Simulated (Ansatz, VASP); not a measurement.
## One calculation of C, two programs

The input INCAR:

```
SYSTEM = C
ALGO = Normal ; EDIFF = 1E-8
ENCUT = 520 ; GGA = PE
ISIF = 2 ; ISMEAR = -1
LASPH = .True. ; LCHARG = .False.
LEFG = .True. ; LREAL = .False.
LWAVE = .False. ; NBANDS = 11
NELM = 100 ; PREC = Accurate
SIGMA = 0.08
```

File KPOINTS:

```
k-points
0
Gamma
  20 20 20
  0 0 0
```

POSCAR

```
C
1.0
    0.0000000000      1.7834000000      1.7655660000
    1.7834000000      0.0000000000      1.7655660000
    1.7834000000      1.7834000000      0.0000000000
C
2
Direct
    0.5000000000      0.5000000000      0.5000000000
    0.7500000000      0.7500000000      0.7500000000
```

Input for Ansatz:

```yaml
crystal:
  lattice:
    - [0.0, 1.7834, 1.765566]
    - [1.7834, 0.0, 1.765566]
    - [1.7834, 1.7834, 0.0]
  atoms:
    - { symbol: C, position: [0.5, 0.5, 0.5] }
    - { symbol: C, position: [0.75, 0.75, 0.75] }
kpoints:
  mp_grid: { grid: [20, 20, 20] }
scf:
  occupations: { method: fermi_dirac, width: 0.08 }
hamiltonian:
  xc: pbe
  pseudopotentials: { kind: all_electron, datasets: crystal }
output:
  forces: true
  stress: true
  eigenvalues: true
  efg: { contact_densities: true }
```

Change from the starting cell: zz strain of -1 %, crystal datasets.

Alike in both runs: task electric field gradients; functional PBE; k mesh 20 × 20 × 20; occupations fermi-dirac, width 0.08 eV; no spin polarisation.

|  | VASP | Ansatz |
| --- | --- | --- |
| version | VASP 6.6.1 | Ansatz 0.2.0 |
| potentials or method | VASP PAW PBE potentials, release 64 (C), cutoff 520 eV | all-electron PAW with datasets made for the crystal, scalar-relativistic |

```csv
,VASP,Ansatz,Ansatz less VASP
gap on the k mesh at the Fermi level (eV),3.90,3.91,+0.009
pressure (GPa),7.0,6.2,-0.74
"traceless stress, the component that is largest in VASP (GPa)",6.23,6.24,+0.011
size of Vzz on the site where it differs most (V/Å²),0.4,0.4,+0.05
```

Ansatz ran all-electron here, and VASP with PAW potentials.
